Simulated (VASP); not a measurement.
Here is a VASP 6.6.1 calculation.

INCAR

```
  ALGO = Normal
  EDIFF = 1E-6
  ENCUT = 520
  GGA = PE
  ISIF = 2
  ISMEAR = -1
  LASPH = T
  LCHARG = F
  LREAL = F
  LWAVE = F
  NBANDS = 14
  NELM = 80
  PREC = Accurate
  SIGMA = 0.05
```

The input KPOINTS:

```
k-points
0
Gamma
  17 17 17
```

File POSCAR:

```
HfN
1.0
    0.0000000000      2.0937812236      2.0937812236
    2.0937812236      0.0000000000      2.0937812236
    2.0937812236      2.0937812236      0.0000000000
Hf N
1 1
Direct
    0.0000000000      0.0000000000      0.0000000000
    0.5000000000      0.5000000000      0.5000000000
```

Potentials or basis: VASP PAW PBE potentials, release 64 (Hf_pv, N).

Launch:

```sh
$ cat potpaw_PBE.64/Hf_pv/POTCAR potpaw_PBE.64/N/POTCAR > POTCAR
$ mpirun -np 1 vasp_std > vasp.out
```

What does it give for the pressure?

108.0 GPa.
